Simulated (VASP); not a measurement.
Runs of VASP 6.6.1 on Ge. The structure is that of space group Fd-3m (No. 227), or close to it. The cells are those of the table. 

```csv
cell,gap on the mesh (eV),pressure (GPa)
"a = 4.074, b = 4.074, c = 4.134 Å, angles 59.5, 59.5, 61.0°, 2 atoms",none,-3.5
"a = 3.984, b = 3.984, c = 3.893 Å, angles 60.8, 60.8, 58.5°, 2 atoms",0.07,(c)
"a = 3.983, b = 3.983, c = 3.953 Å, angles 60.3, 60.3, 59.5°, 2 atoms",0.14,2.1
"a = 3.923, b = 3.923, c = 3.953 Å, angles 59.7, 59.7, 60.5°, 2 atoms",0.20,(a)
"a = 3.893 Å, angles 60.0°, 2 atoms",(b),7.5
```

Alike in all rows: task single point; level PBEsol; potentials or basis VASP PAW PBE potentials, release 64 (Ge_d); no spin polarisation; k mesh 18 × 18 × 18; cutoff (eV) 520; smearing gaussian 0.15 eV.

Fill in the values left out.

(a) 4.6; (b) 0.36; (c) 3.4.

Caveats: semilocal functionals underestimate gaps, and a narrow one can read as zero; the PAW data sets were made with another functional, which shifts forces and pressure a little; the cell stands under pressure (at least some runs); the cell stands under tension (at least some runs).

A k mesh can miss the band edges, and the runs leave out spin-orbit coupling on Ge.

A gap of «none» marks levels without a gap at the run's occupations.
